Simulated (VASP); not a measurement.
Write the native input for VASP 6.6.1 that does the following.

| Quantity | Value |
| --- | --- |
| Task | electric field gradients |
| Functional | PBE |
| Potentials or basis | VASP PAW PBE potentials, release 64 (As_d) |
| Cutoff | 400 eV |
| k mesh | 12 × 12 × 12 |
| Occupations | fermi-dirac, width 0.05 eV |
| Spin | no spin polarisation |
| Dipole correction | no |
| Further INCAR settings | ALGO = Normal; EDIFF = 1e-08; NBANDS = 22 |

The structure of As lies in POSCAR:

```
As
1.0
    1.8774110887      1.0839237974      3.7043351684
   -1.8774110887      1.0839237974      3.7043351684
    0.0000000000     -2.1678475948      3.7043351684
As
2
Direct
    0.2244335900      0.2244335900      0.2244335900
    0.7755664100      0.7755664100      0.7755664100
```

The input as run:

INCAR

```
SYSTEM = As
PREC = Accurate
ENCUT = 400
EDIFF = 1E-8
ISMEAR = -1
SIGMA = 0.05
LREAL = .FALSE.
LASPH = .TRUE.
NELM = 120
ALGO = Normal
ISIF = 2
LWAVE = .FALSE.
LCHARG = .FALSE.
GGA = PE
LEFG = .TRUE.
NBANDS = 22
GGA_COMPAT = .FALSE.
```

KPOINTS

```
regular mesh
0
G
  12 12 12
  0 0 0
```

Potentials or basis: VASP PAW PBE potentials, release 64 (As_d).

Run with:

```sh
$ cat potpaw_PBE.64/As_d/POTCAR > POTCAR
$ mpirun -np 1 vasp_std > vasp.out
```

Results of the run:

```yaml
Pressure: 1.7 GPa
Largest_force: 0.256 eV/Å
Band_gap_on_the_k_mesh: zero (bands 15 and 16 overlap by 0.48 eV)
Largest_electric_field_gradient_by_atom: As -55.9 V/Å²
```

Caveat: without QUAD_EFG the Cq values of the log hold for a quadrupole moment of 1 mb, not for the nuclei.

Run time: 110 s on 1 thread of Intel(R) Xeon(R) Platinum 8259CL CPU @ 2.50GHz (Skylake/Cascade Lake), on a shared host, peak memory 0.23 GiB.
